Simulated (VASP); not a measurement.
A run of VASP 6.6.1:

File INCAR:

```
SYSTEM = Si6Ni3Ge
ALGO = Normal
DIPOL = 0.5 0.5 0.473
EDIFF = 1E-6
ENCUT = 520
GGA = PS
IDIPOL = 3
ISIF = 2
ISMEAR = 0
LASPH = .True.
LCHARG = .False.
LDIPOL = .True.
LREAL = .False.
LWAVE = .False.
NBANDS = 45
NELM = 60
PREC = Accurate
SIGMA = 0.1
```

KPOINTS

```
k-points
0
Gamma
  8 8 1
  0 0 0
```

POSCAR

```
Si6Ni3Ge
1.0
    3.8123023665      0.0000000000      0.0000000000
    0.0000000000      3.8123023665      0.0000000000
    0.0000000000      0.0000000000     25.7392621383
Si Ni Ge
6 3 1
Direct
    0.5000000000      0.0000000000      0.3302347967
    0.0000000000      0.5000000000      0.3302347967
    0.0000000000      0.5000000000      0.4349660373
    0.5000000000      0.0000000000      0.4349660373
    0.5000000000      0.0000000000      0.5393900834
    0.0000000000      0.5000000000      0.5393900834
    0.5000000000      0.5000000000      0.3826004170
    0.0000000000      0.0000000000      0.4858608778
    0.5000000000      0.5000000000      0.5848128201
    0.5000000000      0.5000000000      0.6701611944
```

Potentials or basis: VASP PAW PBE potentials, release 64 (Si, Ni, Ge_d).

Command:

```bash
$ cat potpaw_PBE.64/Si/POTCAR potpaw_PBE.64/Ni/POTCAR potpaw_PBE.64/Ge_d/POTCAR > POTCAR
$ mpirun -np 1 vasp_std > vasp.out
```

Hardware: 1 thread of Intel(R) Xeon(R) 6975P-C (Granite Rapids), with other jobs on the host.

Estimate the wall time of this run.

Wall time 5 min on 1 thread of Intel(R) Xeon(R) 6975P-C (Granite Rapids), on a shared host, peak memory 0.53 GiB. Counts: scf iterations 35, k points 15.
